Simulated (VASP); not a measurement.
# Sc (P6_3/mmc) in VASP: a series of runs

Runs on Sc. Level: PBEsol. Tasks: single point.

All numbers are computed with VASP 6.6.1; they aren't measurements. Logs are shortened: lines on timing, memory, paths and dates and some standing lists are left out, and cuts for length are marked.

### 1 The cell of the first run

Symmetry: P6_3/mmc, No. 194, hexagonal system. The conventional cell has a = 3.218 Å, b = 3.218 Å, c = 5.129 Å, α = 90.00°, β = 90.00°, γ = 120.00°. Within 4.2 Å of Sc (site symmetry -6m2) lie 12 Sc at 3.17 to 3.22 Å.

### 2 Single point, PBEsol

The input, INCAR:

```
SYSTEM = Sc
  ALGO = Normal
  EDIFF = 1E-6
  ENCUT = 520
  GGA = PS
  ISIF = 2
  ISMEAR = 0
  LASPH = .True.
  LCHARG = .False.
  LREAL = .False.
  LWAVE = .False.
  NBANDS = 18
  NELM = 100
  PREC = Accurate
  SIGMA = 0.1
```

The input, KPOINTS:

```
k-points
0
Gamma
  10 10 6
  0 0 0
```

The input, POSCAR:

```
Sc
1.0
    3.2182964260      0.0000000000      0.0000000000
   -1.6091482130      2.7871283475      0.0000000000
    0.0000000000      0.0000000000      5.1287526573
Sc
2
Direct
    0.3333333333      0.6666666667      0.2500000000
    0.6666666667      0.3333333333      0.7500000000
```

Potentials or basis: VASP PAW PBE potentials, release 64 (Sc_sv).

The run is started by

```sh
> cat potpaw_PBE.64/Sc_sv/POTCAR > POTCAR
> mpirun -np 1 vasp_std > vasp.out
```

OUTCAR:

```text
SYSTEM = Sc
   EDIFF = 1E-6
   ENCUT = 520
   GGA = PS
   ISIF = 2
   ISMEAR = 0
   LASPH = .True.
   LREAL = .False.
   NELM = 100
   PREC = Accurate

 ion  position               nearest neighbor table
   1  0.333  0.667  0.250-   2 3.17   2 3.17   2 3.17   2 3.17   2 3.17   2 3.17
   2  0.667  0.333  0.750-   1 3.17   1 3.17   1 3.17   1 3.17   1 3.17   1 3.17

  LATTYP: Found a hexagonal cell.
 ALAT       =     3.2182964260
 C/A-ratio  =     1.5936234512

  Lattice vectors:

 A1 = (   3.2182964260,   0.0000000000,   0.0000000000)
 A2 = (  -1.6091482130,   2.7871283475,   0.0000000000)
 A3 = (   0.0000000000,   0.0000000000,   5.1287526573)

Analysis of symmetry for initial positions (statically):
=====================================================================
 Subroutine PRICEL returns:
 Original cell was already a primitive cell.

 Routine SETGRP: Setting up the symmetry group for a
 hexagonal supercell.

 Subroutine GETGRP returns: Found 24 space group operations
 (whereof 12 operations were pure point group operations)
 out of a pool of 24 trial point group operations.

The static configuration has the point symmetry D_3d.
 The point group associated with its full space group is D_6h.

Analysis of symmetry for dynamics (positions and initial velocities):
=====================================================================
 Subroutine PRICEL returns:
 Original cell was already a primitive cell.

 Routine SETGRP: Setting up the symmetry group for a
 hexagonal supercell.

 Subroutine GETGRP returns: Found 24 space group operations
 (whereof 12 operations were pure point group operations)
 out of a pool of 24 trial point group operations.

The dynamic configuration has the point symmetry D_3d.
 The point group associated with its full space group is D_6h.

 Subroutine INISYM returns: Found 24 space group operations
 (whereof 12 operations are pure point group operations),
 and found     1 'primitive' translations

----------------------------------------------------------------------------------------

                                     Primitive cell

  volume of cell :      46.0039

  direct lattice vectors                    reciprocal lattice vectors
     3.218296426  0.000000000  0.000000000     0.310723398  0.179396116  0.000000000
    -1.609148213  2.787128347  0.000000000     0.000000000  0.358792232  0.000000000
     0.000000000  0.000000000  5.128752657     0.000000000  0.000000000  0.194979182

  length of vectors
[... 77 lines left out ...]
   LNONCOLLINEAR =      F non collinear calculations
   LSORBIT =      F    spin-orbit coupling
   LASPH  =      T    aspherical Exc in radial PAW
   ENCUT  =  520.0 eV  38.22 Ry    6.18 a.u.   5.98  5.98  9.54*2*pi/ulx,y,z
   NELM   =    100;   NELMIN=  2; NELMDL= -5     # of ELM steps
   EDIFF  = 0.1E-05   stopping-criterion for ELM
   LREAL  =      F    real-space projection
   EDIFFG = 0.1E-04   stopping-criterion for IOM
   NSW    =      0    number of steps for IOM
   IBRION =     -1    ionic relax: 0-MD 1-quasi-New 2-CG
   NFREE  =      0    steps in history (QN), initial steepest desc. (CG)
   ISIF   =      2    stress and relaxation
   ISYM   =      2    0-nonsym 1-usesym 2-fastsym
   POTIM  = 0.5000    time-step for ionic-motion
   TEBEG  =    0.0;   TEEND  =   0.0 temperature during run
   PSTRESS=    0.0 pullay stress
   NELECT =      22.0000    total number of electrons
   NUPDOWN=      -1.0000    fix difference up-down
   EMIN   =  10.00;   EMAX   =-10.00  energy-range for DOS
   EFERMI =   0.00;   METHOD = LEGACY
   ISMEAR =     0;   SIGMA  =   0.10  broadening in eV -4-tet -1-fermi 0-gaus
   EFERMI_NEDOS =   21; number of points for ismear=-14 and -15
   IALGO  =     38    algorithm
   IMIX   =      4    mixing-type and parameters
     AMIX     =   0.40;   BMIX     =  1.00
     AMIX_MAG =   1.60;   BMIX_MAG =  1.00
  volume/ion in A,a.u.               =      23.00       155.22
  Fermi-wavevector in a.u.,A,eV,Ry     =   1.280219  2.419262 22.299400  1.638960
  Thomas-Fermi vector in A             =   2.412659
   LORBIT       =      0    0 simple, 1 ext, 2 COOP (PROOUT), +10 PAW based schemes
   GGA     = PS    functional components
   LHFCALC =     F    Hartree Fock is set to
   AEXX    =    0.0000 exact exchange contribution
   IVDW    =     0    specifies the selected vdW correction
   LEPSILON=     F    determine dielectric tensor
   LRPA    =     F    only Hartree local field effects (RPA)
 non-spin polarized calculation
 Gauss-broadening in eV      SIGMA  =   0.10
  energy-cutoff  :      520.00
  volume of cell :       46.00
 maximum number of plane-waves:      1262
 NGX is ok and might be reduce to    24
   NGX = 11   NGY = 11   NGZ = 19

 number of electron      21.9999996 magnetization

 Free energy of the ion-electron system (eV)
  ---------------------------------------------------
  ext. energy  EPLUGINS =         0.00000000
  ---------------------------------------------------
  free energy    TOTEN  =       -13.20646032 eV

  energy without entropy =      -13.18573195  energy(sigma->0) =      -13.19609614

 E-fermi :   3.9885     XC(G=0): -10.2765

 val. band max:        3.9665263314   @ k =   0.2000  -0.0000   0.0000
 cond. band min:       3.9914847034   @ k =   0.2000   0.1000   0.3333
 fundamental gap:      0.0249583720
 Fermi energy:         3.9884843290

 k-point     1 :       0.0000    0.0000    0.0000
  band No.  band energies     occupation
      1     -45.0380      2.00000
      2     -44.9486      2.00000
      3     -24.0133      2.00000
      4     -23.5731      2.00000
      5     -23.5731      2.00000
      6     -23.4986      2.00000
[... 481 lines left out ...]
      5     -23.7472      2.00000
      6     -23.6833      2.00000
[... 10 lines left out ...]
     17       7.9713      0.00000
     18       8.1580      0.00000

 [... further k-points ...]
[... 5 lines left out ...]
  --------------------------------------------------------------------------------------
  -------------------------------------------------------------------------------------
  Total        0.7232673      0.7232683      0.0060246      0.0000000      0.0000000      0.0000000
  in kB       25.1892166     25.1892507      0.2098192      0.0000000      0.0000000      0.0000000
  external PRESSURE =      16.8627621 kB  Pullay stress =       0.0000000 kB

 VOLUME and BASIS-vectors are now :
 -----------------------------------------------------------------------------
  energy-cutoff  :      520.00
  volume of cell :       46.00
      direct lattice vectors                 reciprocal lattice vectors
     3.218296426  0.000000000  0.000000000     0.310723398  0.179396116  0.000000000
    -1.609148213  2.787128347  0.000000000     0.000000000  0.358792232  0.000000000
     0.000000000  0.000000000  5.128752657     0.000000000  0.000000000  0.194979182

 POSITION                                       TOTAL-FORCE (eV/Angst)
 -----------------------------------------------------------------------------------
     -0.00000      1.85809      1.28219         0.000000     -0.000000      0.000000
      1.60915      0.92904      3.84656        -0.000000      0.000000      0.000000
 -----------------------------------------------------------------------------------
    total drift:                                0.000000     -0.000000      0.000000

  FREE ENERGIE OF THE ION-ELECTRON SYSTEM (eV)
  ---------------------------------------------------
  free  energy   TOTEN  =       -13.2064603206 eV

  energy  without entropy=      -13.1857319535  energy(sigma->0) =      -13.19609614
```

OSZICAR:

```text
N       E                     dE             d eps       ncg     rms          rms(c)
DAV:   1     0.348681072181E+03    0.34868E+03   -0.11059E+04  2016   0.132E+03
DAV:   2     0.480594185758E+01   -0.34388E+03   -0.33760E+03  2368   0.550E+02
DAV:   3    -0.143097523210E+02   -0.19116E+02   -0.18496E+02  3242   0.155E+02
DAV:   4    -0.146452493506E+02   -0.33550E+00   -0.33350E+00  3094   0.186E+01
DAV:   5    -0.146485894487E+02   -0.33401E-02   -0.33380E-02  3378   0.208E+00    0.846E+00
DAV:   6    -0.133895190098E+02    0.12591E+01   -0.27624E+00  2642   0.187E+01    0.256E+00
DAV:   7    -0.132189075837E+02    0.17061E+00   -0.72254E-01  2710   0.872E+00    0.809E-01
DAV:   8    -0.132077580842E+02    0.11149E-01   -0.27201E-02  2498   0.210E+00    0.246E-01
DAV:   9    -0.132064467568E+02    0.13113E-02   -0.65601E-03  2806   0.862E-01    0.173E-02
DAV:  10    -0.132064618839E+02   -0.15127E-04   -0.87885E-05  2968   0.126E-01    0.681E-03
DAV:  11    -0.132064589195E+02    0.29644E-05   -0.25739E-06  2414   0.172E-02    0.192E-03
DAV:  12    -0.132064603766E+02   -0.14571E-05   -0.30978E-07  1388   0.895E-03    0.894E-04
DAV:  13    -0.132064603206E+02    0.55990E-07   -0.83455E-08  1300   0.559E-03
   1 F= -.13206460E+02 E0= -.13196096E+02  d E =-.207284E-01
```

It used 48 s of CPU time on 1 thread of AMD EPYC 7R13 Processor (Zen 3) (shared host).

Results:

| Item | Value |
| --- | --- |
| Free energy | -13.2065 eV |
| Pressure | 1.7 GPa |
| Band gap on the k mesh | zero (band 11 reaches 4.92 eV, above the bottom of band 12 at 3.50 eV) |

Caveat: the PAW data sets were made with another functional, which shifts forces and pressure a little.

[end of part 1 of 2]
